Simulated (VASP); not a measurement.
Here is a VASP 6.6.1 calculation.

INCAR

```
SYSTEM = Co
PREC = Accurate
ENCUT = 520
EDIFF = 1E-7
ISMEAR = 0
SIGMA = 0.15
LREAL = .FALSE.
LASPH = .TRUE.
NELM = 150
ALGO = Normal
ISIF = 2
LWAVE = .FALSE.
LCHARG = .TRUE.
ISPIN = 2
MAGMOM = 1.79 1.79
LORBIT = 11
LMAXMIX = 4
GGA = PS
LELF = .TRUE.
LVHAR = .TRUE.
NBANDS = 20
```

File KPOINTS:

```
regular mesh
0
G
  21 21 12
  0 0 0
```

File POSCAR:

```
Co
1.0
    2.4555255296      0.0000000000      0.0000000000
   -1.2277627648      2.1265474882      0.0000000000
    0.0000000000      0.0000000000      3.4913000000
Co
2
Direct
    0.3333333333      0.6666666667      0.2500000000
    0.6666666667      0.3333333333      0.7500000000
```

Potentials or basis: VASP PAW PBE potentials, release 64 (Co).

Launch:

```console
$ cat potpaw_PBE.64/Co/POTCAR > POTCAR
$ mpirun -np 1 vasp_std > vasp.out
```

(1) Predict the net moment.

(2) What does it give for the site moments?

(3) Predict the pressure.

Results:

(1) 2.43 μB per cell.

(2) Co +1.20 μB.

(3) 42.2 GPa.

Caveat: the cell stands under pressure; the PAW data sets were made with another functional, which shifts forces and pressure a little.
